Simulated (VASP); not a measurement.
Runs of VASP 6.6.1 on Ga. The structure is that of space group P6_3/mmc (No. 194), or close to it. The cells are those of the table. This isn't the form of Ga at room conditions, which is orthorhombic.

```tsv
cell	k mesh	gap on the mesh (eV)	pressure (GPa)
a = 3.031, b = 3.031, c = 9.899 Å, angles 90.0, 90.0, 120.0°, 4 atoms	12 × 12 × 4	none	0.0
a = 2.905, b = 2.905, c = 9.486 Å, angles 90.0, 90.0, 120.0°, 4 atoms	13 × 13 × 4	none	(a)
a = 3.071, b = 3.071, c = 10.029 Å, angles 90.0, 90.0, 120.0°, 4 atoms	13 × 13 × 4	none	-1.4
a = 2.948, b = 2.948, c = 9.628 Å, angles 90.0, 90.0, 120.0°, 4 atoms	13 × 13 × 4	none	4.5
a = 2.990, b = 2.990, c = 9.765 Å, angles 90.0, 90.0, 120.0°, 4 atoms	13 × 13 × 4	none	2.0
a = 3.031, b = 3.031, c = 9.899 Å, angles 90.0, 90.0, 120.0°, 4 atoms	13 × 13 × 4	none	(b)
```

Alike in all rows: task single point; level RPBE; potentials or basis VASP PAW PBE potentials, release 64 (Ga_d); no spin polarisation; cutoff (eV) 520; smearing fermi-dirac 0.1 eV.

Problem. Fill in the values left out.

Solution. (a) 7.6; (b) 0.1.

Caveats: the PAW data sets were made with another functional, which shifts forces and pressure a little; the cell stands under pressure (at least some runs).

A k mesh can miss the band edges, and the runs leave out spin-orbit coupling on Ga.

A gap of «none» marks levels without a gap at the run's occupations.
